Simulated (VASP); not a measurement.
# SrAl3O2 (P6/mmm) in VASP: further runs

The runs below take SrAl3O2 through single point, relaxation of cell and atoms, with PBE.

Program: VASP 6.6.1. These are calculated values, not measurements. Logs are shortened: lines on timing, memory, paths and dates and some standing lists are left out, and cuts for length are marked.

## (1) The cell of the first run

Symmetry: P6/mmm, No. 191, hexagonal system. The conventional cell has a = 6.393 Å, b = 6.393 Å, c = 3.359 Å, α = 90.00°, β = 90.00°, γ = 120.00°. Sr (site symmetry 6/mmm) has 2 Sr at 3.36 Å and 12 Al at 3.61 Å and 12 O at 4.05 Å within 4.4 Å. Al (site symmetry mmm) has 2 O at 1.85 Å within 2.4 Å. Within 2.4 Å of O (site symmetry -6m2) lie 3 Al at 1.85 Å.

The cell was generated, and may not be a known phase.

## (2) Single point, PBE

Input file INCAR:

```
SYSTEM = SrAl3O2
PREC = Accurate ; ENCUT = 520
EDIFF = 1E-6 ; ISMEAR = 0
SIGMA = 0.1 ; LREAL = .False.
LASPH = .True. ; NELM = 100
ALGO = Normal ; ISIF = 2
LWAVE = .False. ; LCHARG = .True.
GGA = PE ; LELF = .True.
LVHAR = .True. ; NBANDS = 24
```

Input file KPOINTS:

```
Automatic mesh
0
Gamma
  6 6 4
  0 0 0
```

Input file POSCAR:

```
SrAl3O2
1.0
    6.3925876147     -0.0000000040      0.0000000000
   -3.1962938039      5.5361432723      0.0000000000
    0.0000000000      0.0000000000      3.3589357440
Sr Al O
1 3 2
Direct
    0.0000000000      0.0000000000      0.0000000000
    0.5000000000      0.0000000000      0.5000000000
    0.0000000000      0.5000000000      0.5000000000
    0.5000000000      0.5000000000      0.5000000000
    0.3333333333      0.6666666667      0.5000000000
    0.6666666667      0.3333333333      0.5000000000
```

Potentials or basis: VASP PAW PBE potentials, release 64 (Sr_sv, Al, O).

Started as:

```sh
cat potpaw_PBE.64/Sr_sv/POTCAR potpaw_PBE.64/Al/POTCAR potpaw_PBE.64/O/POTCAR > POTCAR
mpirun -np 1 vasp_std > vasp.out
```

OUTCAR:

```text
SYSTEM = SrAl3O2
   PREC = Accurate
   ENCUT = 520
   EDIFF = 1E-6
   ISMEAR = 0
   LREAL = .False.
   LASPH = .True.
   NELM = 100
   ISIF = 2
   GGA = PE

 ion  position               nearest neighbor table
   1  0.000  0.000  0.000-   2 3.61   2 3.61   2 3.61   2 3.61   4 3.61   4 3.61   4 3.61   4 3.61
                             3 3.61   3 3.61   3 3.61   3 3.61
   2  0.500  0.000  0.500-   5 1.85   6 1.85   3 3.20   3 3.20   4 3.20   4 3.20   1 3.61   1 3.61
                             1 3.61   1 3.61
   3  0.000  0.500  0.500-   5 1.85   6 1.85   4 3.20   4 3.20   2 3.20   2 3.20   1 3.61   1 3.61
                             1 3.61   1 3.61
   4  0.500  0.500  0.500-   5 1.85   6 1.85   3 3.20   3 3.20   2 3.20   2 3.20   1 3.61   1 3.61
                             1 3.61   1 3.61
   5  0.333  0.667  0.500-   3 1.85   2 1.85   4 1.85
   6  0.667  0.333  0.500-   3 1.85   2 1.85   4 1.85

  LATTYP: Found a hexagonal cell.
 ALAT       =     6.3925876147
 C/A-ratio  =     0.5254422695

  Lattice vectors:

 A1 = (   6.3925876147,  -0.0000000040,   0.0000000000)
 A2 = (  -3.1962938039,   5.5361432723,   0.0000000000)
 A3 = (   0.0000000000,   0.0000000000,   3.3589357440)

Analysis of symmetry for initial positions (statically):
=====================================================================
 Subroutine PRICEL returns:
 Original cell was already a primitive cell.

 Routine SETGRP: Setting up the symmetry group for a
 hexagonal supercell.

 Subroutine GETGRP returns: Found 24 space group operations
 (whereof 24 operations were pure point group operations)
 out of a pool of 24 trial point group operations.

The static configuration has the point symmetry D_6h.

Analysis of symmetry for dynamics (positions and initial velocities):
=====================================================================
 Subroutine PRICEL returns:
 Original cell was already a primitive cell.

 Routine SETGRP: Setting up the symmetry group for a
 hexagonal supercell.

 Subroutine GETGRP returns: Found 24 space group operations
 (whereof 24 operations were pure point group operations)
 out of a pool of 24 trial point group operations.

The dynamic configuration has the point symmetry D_6h.

 Subroutine INISYM returns: Found 24 space group operations
 (whereof 24 operations are pure point group operations),
 and found     1 'primitive' translations

----------------------------------------------------------------------------------------

                                     Primitive cell

  volume of cell :     118.8737

  direct lattice vectors                    reciprocal lattice vectors
     6.392587615 -0.000000004  0.000000000     0.156431176  0.090315582  0.000000000
    -3.196293804  5.536143272  0.000000000     0.000000000  0.180631163  0.000000000
     0.000000000  0.000000000  3.358935744     0.000000000  0.000000000  0.297713346

  length of vectors
     6.392587615  6.392587615  3.358935744     0.180631163  0.180631163  0.297713346

  position of ions in fractional coordinates (direct lattice)
     0.000000000  0.000000000  0.000000000
     0.500000000  1.000000000  0.500000000
     1.000000000  0.500000000  0.500000000
     0.500000000  0.500000000  0.500000000
     0.333333333  0.666666667  0.500000000
     0.666666667  0.333333333  0.500000000

  ion indices of the primitive-cell ions
   primitive index   ion index
                 1           1
                 2           2
                 3           3
                 4           4
                 5           5
                 6           6

----------------------------------------------------------------------------------------

 KPOINTS: Automatic mesh

Automatic generation of k-mesh.
 Grid dimensions read from file:
 generate k-points for:    6    6    4

 Generating k-lattice:

  Cartesian coordinates                     Fractional coordinates (reciprocal lattice)
     0.026071863  0.015052597  0.000000000     0.166666667 -0.000000000  0.000000000
     0.000000000  0.030105194  0.000000000     0.000000000  0.166666667  0.000000000
     0.000000000  0.000000000  0.074428337     0.000000000  0.000000000  0.250000000

  Length of vectors
     0.030105194  0.030105194  0.074428337

  Shift w.r.t. Gamma in fractional coordinates (k-lattice)
     0.000000000  0.000000000  0.000000000

 Subroutine IBZKPT returns following result:
 ===========================================

 Found     21 irreducible k-points:

 Following reciprocal coordinates:
            Coordinates               Weight
  0.000000  0.000000  0.000000      1.000000
  0.166667 -0.000000  0.000000      6.000000
  0.333333  0.000000  0.000000      6.000000
  0.500000  0.000000  0.000000      3.000000
  0.166667  0.166667  0.000000      6.000000
  0.333333  0.166667  0.000000     12.000000
[... 13 lines left out ...]
  0.333333  0.166667  0.500000     12.000000
  0.333333  0.333333  0.500000      2.000000
   k-points           NKPTS =     21   k-points in BZ     NKDIM =     21   number of bands    NBANDS=     24
   number of dos      NEDOS =    301   number of ions     NIONS =      6
   total plane-waves  NPLWV =  64512
   dimension x,y,z NGX =    48 NGY =   48 NGZ =   28
   dimension x,y,z NGXF=    96 NGYF=   96 NGZF=   56
   ions per type =               1   3   2
   NGX,Y,Z   is equivalent  to a cutoff of  12.48, 12.48, 13.86 a.u.
   NGXF,Y,Z  is equivalent  to a cutoff of  24.97, 24.97, 27.72 a.u.
 SYSTEM =  SrAl3O2
   PREC   = accura    normal or accurate (medium, high low for compatibility)
   ISTART =      0    job   : 0-new  1-cont  2-samecut
   ICHARG =      2    charge: 1-file 2-atom 10-const
   ISPIN  =      1    spin polarized calculation?
   LNONCOLLINEAR =      F non collinear calculations
   LSORBIT =      F    spin-orbit coupling
   LASPH  =      T    aspherical Exc in radial PAW
   ENCUT  =  520.0 eV  38.22 Ry    6.18 a.u.  11.89 11.89  6.25*2*pi/ulx,y,z
   NELM   =    100;   NELMIN=  2; NELMDL= -5     # of ELM steps
   EDIFF  = 0.1E-05   stopping-criterion for ELM
   LREAL  =      F    real-space projection
   EDIFFG = 0.1E-04   stopping-criterion for IOM
   NSW    =      0    number of steps for IOM
   IBRION =     -1    ionic relax: 0-MD 1-quasi-New 2-CG
   NFREE  =      0    steps in history (QN), initial steepest desc. (CG)
   ISIF   =      2    stress and relaxation
   ISYM   =      2    0-nonsym 1-usesym 2-fastsym
   POTIM  = 0.5000    time-step for ionic-motion
   TEBEG  =    0.0;   TEEND  =   0.0 temperature during run
   PSTRESS=    0.0 pullay stress
   NELECT =      31.0000    total number of electrons
   NUPDOWN=      -1.0000    fix difference up-down
   EMIN   =  10.00;   EMAX   =-10.00  energy-range for DOS
   EFERMI =   0.00;   METHOD = LEGACY
   ISMEAR =     0;   SIGMA  =   0.10  broadening in eV -4-tet -1-fermi 0-gaus
   EFERMI_NEDOS =   21; number of points for ismear=-14 and -15
   IALGO  =     38    algorithm
   IMIX   =      4    mixing-type and parameters
     AMIX     =   0.40;   BMIX     =  1.00
     AMIX_MAG =   1.60;   BMIX_MAG =  1.00
  volume/ion in A,a.u.               =      19.81       133.70
  Fermi-wavevector in a.u.,A,eV,Ry     =   1.045924  1.976510 14.884191  1.093957
  Thomas-Fermi vector in A             =   2.180740
   LORBIT       =      0    0 simple, 1 ext, 2 COOP (PROOUT), +10 PAW based schemes
   GGA     = PE    functional components
   LHFCALC =     F    Hartree Fock is set to
   AEXX    =    0.0000 exact exchange contribution
   IVDW    =     0    specifies the selected vdW correction
   LEPSILON=     F    determine dielectric tensor
   LRPA    =     F    only Hartree local field effects (RPA)
 non-spin polarized calculation
 Gauss-broadening in eV      SIGMA  =   0.10
  energy-cutoff  :      520.00
  volume of cell :      118.87
 maximum number of plane-waves:      3223
 NGX is ok and might be reduce to    48
   NGX = 23   NGY = 23   NGZ = 13

 number of electron      31.0000002 magnetization

 Free energy of the ion-electron system (eV)
  ---------------------------------------------------
  ext. energy  EPLUGINS =         0.00000000
  ---------------------------------------------------
  free energy    TOTEN  =       -27.81226517 eV

  energy without entropy =      -27.78292492  energy(sigma->0) =      -27.79759505

 E-fermi :   4.1957     XC(G=0):  -9.1161

 val. band max:        4.1839228318   @ k =   0.3333   0.0000   0.5000
 cond. band min:       4.2039518022   @ k =   0.5000   0.0000   0.5000
 fundamental gap:      0.0200289704
 Fermi energy:         4.1957396856

 k-point     1 :       0.0000    0.0000    0.0000
  band No.  band energies     occupation
      1     -31.1409      2.00000
      2     -15.9176      2.00000
      3     -15.6406      2.00000
      4     -13.1847      2.00000
      5     -13.1847      2.00000
      6     -12.8343      2.00000
[... 16 lines left out ...]
     23       9.4078      0.00000
     24       9.8830      0.00000

 k-point     2 :       0.1667   -0.0000    0.0000
  band No.  band energies     occupation
      1     -31.1409      2.00000
      2     -15.9027      2.00000
      3     -15.6575      2.00000
      4     -13.1852      2.00000
      5     -13.1836      2.00000
      6     -12.8343      2.00000
[... 16 lines left out ...]
     23       9.7529      0.00000
     24       9.7700      0.00000

 k-point     3 :       0.3333    0.0000    0.0000
  band No.  band energies     occupation
      1     -31.1409      2.00000
      2     -15.8634      2.00000
      3     -15.7010      2.00000
      4     -13.1862      2.00000
      5     -13.1814      2.00000
      6     -12.8342      2.00000
[... 16 lines left out ...]
     23       9.5977      0.00000
     24      10.0795      0.00000
[... 433 lines left out ...]
 k-point    20 :       0.3333    0.1667    0.5000
  band No.  band energies     occupation
      1     -31.0482      2.00000
      2     -15.6939      2.00000
      3     -15.6105      2.00000
      4     -13.7528      2.00000
      5     -13.0543      2.00000
      6     -13.0531      2.00000
[... 16 lines left out ...]
     23       7.8471      0.00000
     24       8.6877      0.00000

 k-point    21 :       0.3333    0.3333    0.5000
  band No.  band energies     occupation
      1     -31.0482      2.00000
      2     -15.6523      2.00000
      3     -15.6523      2.00000
      4     -13.7534      2.00000
      5     -13.0539      2.00000
      6     -13.0539      2.00000
[... 16 lines left out ...]
     23       7.4970      0.00000
     24       7.6081      0.00000

------------------------ aborting loop because EDIFF is reached ----------------------------------------

  FORCE on cell =-STRESS in cart. coord.  units (eV):
  Direction    XX          YY          ZZ          XY          YZ          ZX
  --------------------------------------------------------------------------------------
  -------------------------------------------------------------------------------------
  Total        0.1534101      0.1534101     -0.0789549     -0.0000000      0.0000000      0.0000000
  in kB        2.0676591      2.0676591     -1.0641530     -0.0000000      0.0000000      0.0000000
  external PRESSURE =       1.0237217 kB  Pullay stress =       0.0000000 kB

 VOLUME and BASIS-vectors are now :
 -----------------------------------------------------------------------------
  energy-cutoff  :      520.00
  volume of cell :      118.87
      direct lattice vectors                 reciprocal lattice vectors
     6.392587615 -0.000000004  0.000000000     0.156431176  0.090315582  0.000000000
    -3.196293804  5.536143272  0.000000000     0.000000000  0.180631163  0.000000000
     0.000000000  0.000000000  3.358935744     0.000000000  0.000000000  0.297713346

 POSITION                                       TOTAL-FORCE (eV/Angst)
 -----------------------------------------------------------------------------------
      0.00000      0.00000      0.00000         0.000000      0.000000      0.000000
      3.19629     -0.00000      1.67947        -0.000000      0.000000      0.000000
     -1.59815      2.76807      1.67947         0.000000      0.000000      0.000000
      1.59815      2.76807      1.67947         0.000000      0.000000      0.000000
      0.00000      3.69076      1.67947         0.000000     -0.000000      0.000000
      3.19629      1.84538      1.67947        -0.000000      0.000000      0.000000
 -----------------------------------------------------------------------------------
    total drift:                               -0.000000      0.000000     -0.000000

  FREE ENERGIE OF THE ION-ELECTRON SYSTEM (eV)
  ---------------------------------------------------
  free  energy   TOTEN  =       -27.8122651725 eV

  energy  without entropy=      -27.7829249241  energy(sigma->0) =      -27.79759505
```

Wall time 2.2 min (1 thread of Intel Xeon 8259CL, shared host); peak memory 0.27 GiB.

What came out:

```
Free energy            : -27.8123 eV
Pressure               : 0.1 GPa
Band gap on the k mesh : zero (an odd number of electrons rules out a gap without spin polarisation)
```

Caveat: the k points lie up to 0.47 Å⁻¹ apart, too coarse for converged energies and pressures of a metal; an odd number of electrons without spin polarisation forces a metal; a magnetic or distorted state may lie lower.

## (3) Single point, PBE, collinear spin, ferromagnetic start

Input file INCAR:

```
SYSTEM = SrAl3O2
ALGO = Normal ; EDIFF = 1E-6
ENCUT = 520 ; GGA = PE
ISIF = 2 ; ISMEAR = 0
ISPIN = 2 ; LASPH = .TRUE.
LCHARG = .TRUE. ; LELF = .TRUE.
LORBIT = 11 ; LREAL = .FALSE.
LVHAR = .TRUE. ; LWAVE = .FALSE.
MAGMOM = 0 0 0 0 1 1 ; NBANDS = 28
NELM = 150 ; PREC = Accurate
SIGMA = 0.1
```

Input file KPOINTS:

```
k-points
0
G
  3 3 6
  0 0 0
```

Changes to POSCAR since step 2:

```diff
@@ -2,4 +2,4 @@
 1.0
-    6.3925876147     -0.0000000040      0.0000000000
-   -3.1962938039      5.5361432723      0.0000000000
+    6.3925876147      0.0000000000      0.0000000000
+   -3.1962938074      5.5361432703      0.0000000000
     0.0000000000      0.0000000000      3.3589357440
```

Potentials or basis: VASP PAW PBE potentials, release 64 (Sr_sv, Al, O).

Started as:

```sh
cat potpaw_PBE.64/Sr_sv/POTCAR potpaw_PBE.64/Al/POTCAR potpaw_PBE.64/O/POTCAR > POTCAR
mpirun -np 1 vasp_std > vasp.out
```

Wall time 2.8 min (1 thread of Intel Xeon 8259CL, shared host); peak memory 0.32 GiB.

It converged, with:

```
Free energy                                           : -27.8389 eV
Pressure                                              : 0.1 GPa
Net moment                                            : 0.64 μB per cell
Site moments                                          : Sr +0.05; Al +0.02; O +0.04 μB
Valence electrons inside the program's atomic spheres : Sr 8.05; Al 0.70; O 5.12
```

Stress tensor (GPa, compression positive):
```
 0.27  0.00  0.00
 0.00  0.27  0.00
 0.00  0.00 -0.21
```

Levels at points of the mesh, in eV from the Fermi level:
Spin up:
```tsv
k point	band 14	band 15	band 16	band 17	band 18	band 19
(0.00, 0.00, 0.00)	-0.34	-0.34	-0.15	-0.15	0.57	4.23
(0.00, 0.00, 0.50)	-0.34	-0.34	-0.30	-0.30	0.21	2.82
```
Spin down:
```csv
k point,band 11,band 12,band 13,band 14,band 15,band 16,band 17,band 18,band 19,band 20
"(0.00, 0.00, 0.00)",-4.69,-3.99,-3.79,-0.16,-0.16,0.06,0.06,0.70,4.32,4.63
"(0.00, 0.00, 0.50)",-5.95,-4.95,-1.63,-0.13,-0.13,-0.11,-0.11,0.35,3.01,3.01
```

Caveat: the k points lie up to 0.38 Å⁻¹ apart; a moment this small can come from the mesh or the smearing.

## (4) Relaxation of cell and atoms, PBE

This run uses another cell than the first one, of 18.04 Å³/atom.

Input file INCAR:

```
SYSTEM = SrAl3O2
ALGO = Normal
EDIFF = 1E-6
EDIFFG = -0.04
ENCUT = 600
GGA = PE
IBRION = 2
ISIF = 3
ISMEAR = 0
LASPH = .True.
LCHARG = .False.
LREAL = .False.
LWAVE = .False.
NELM = 100
NSW = 90
PREC = Accurate
SIGMA = 0.1
```

Input file KPOINTS:

```
k-points
0
Gamma
  6 6 4
  0 0 0
```

Input file POSCAR:

```
SrAl3O2
1.0
    4.5933571900      0.0000000000      0.0000000000
   -2.2966785900      3.9779640100      0.0000000000
    0.0000000000      0.0000000000      5.9246388100
Sr Al O
1 3 2
Direct
    0.0000000000      0.0000000000      0.0000000000
    0.5000000000      0.0000000000      0.5000000000
    0.0000000000      0.5000000000      0.5000000000
    0.5000000000      0.5000000000      0.5000000000
    0.3333333300      0.6666666700      0.5000000000
    0.6666666700      0.3333333300      0.5000000000
```

Started as:

```sh
cat potpaw_PBE.64/Sr_sv/POTCAR potpaw_PBE.64/Al/POTCAR potpaw_PBE.64/O/POTCAR > POTCAR
mpirun -np 1 vasp_std > vasp.out
```

Run time: 24 min. Hardware: 1 thread of Intel Xeon 8259CL, shared host; peak memory 0.33 GiB.

Results (log left out):

- Free energy: -27.3556 eV
- Relaxed volume: 19.24 Å³/atom
- Relaxed cell: a = 6.293 Å, b = 6.293 Å, c = 3.367 Å, α = 90.00°, β = 90.00°, γ = 120.00°
- Space group after relaxing (to 0.1 Å): P6/mmm (No. 191)
- Pressure after relaxing: -0.2 GPa
- Band gap on the k mesh: zero (an odd number of electrons rules out a gap without spin polarisation)

Stress tensor (GPa, compression positive):
```
-0.32  0.00  0.00
 0.00 -0.32  0.00
 0.00  0.00 -0.01
```

Final structure:
```yaml
crystal:
  lattice:
    - [6.29314, 0.00000, 0.00000]
    - [-3.14657, 5.45002, 0.00000]
    - [0.00000, 0.00000, 3.36651]
  atoms:
    - { symbol: Sr, position: [0.00000, 0.00000, 0.00000] }
    - { symbol: Al, position: [0.50000, 0.00000, 0.50000] }
    - { symbol: Al, position: [0.00000, 0.50000, 0.50000] }
    - { symbol: Al, position: [0.50000, 0.50000, 0.50000] }
    - { symbol: O, position: [0.33333, 0.66667, 0.50000] }
    - { symbol: O, position: [0.66667, 0.33333, 0.50000] }
```

Levels at points of the mesh, in eV from the Fermi level:
```csv
k point,band 12,band 13,band 14,band 15,band 16,band 17,band 18,band 19
"(0.00, 0.00, 0.00)",-4.40,-4.19,-0.24,-0.24,0.01,0.01,0.74,4.80
"(0.50, 0.00, 0.00)",-4.26,-2.88,-2.33,-1.46,-0.01,1.02,1.03,1.85
"(0.00, 0.00, 0.50)",-5.32,-1.73,-0.25,-0.25,-0.24,-0.24,0.20,3.04
"(0.50, 0.00, 0.50)",-5.69,-1.36,-0.41,-0.01,0.02,0.38,0.72,1.64
```

Caveat: a cell axis changed by over 15 % at a fixed basis, so the end point is rough; an odd number of electrons without spin polarisation forces a metal; a magnetic or distorted state may lie lower.

## (5) Summary

```tsv
task	spin	cell	k mesh	cutoff (eV)	gap on the mesh (eV)	pressure (GPa)
single point	off	a = 6.393, b = 6.393, c = 3.359 Å, angles 90.0, 90.0, 120.0°, 6 atoms	6 × 6 × 4	520	none	0.1
single point	collinear, ferromagnetic start	a = 6.393, b = 6.393, c = 3.359 Å, angles 90.0, 90.0, 120.0°, 6 atoms	3 × 3 × 6	520	none	0.1
relaxation of cell and atoms	off	relaxed from a = 4.593, b = 4.593, c = 5.925 Å, angles 90.0, 90.0, 120.0°, 6 atoms	6 × 6 × 4	600	none	-0.2
```

Alike in all rows: level PBE; potentials or basis VASP PAW PBE potentials, release 64 (Sr_sv, Al, O); smearing gaussian 0.1 eV.

Caveats: some runs use coarse meshes; an odd number of electrons without spin polarisation forces a metal (at least some runs); a magnetic or distorted state may lie lower (at least some runs); a moment this small can come from the mesh or the smearing (at least some runs); a cell axis changed by over 15 % at a fixed basis, so the end point is rough (at least some runs).

Total energies depend on the potentials used, so only differences within one code and one set of settings carry meaning.

The gap in the log of VASP goes by the Fermi energy; the results here count the filled bands.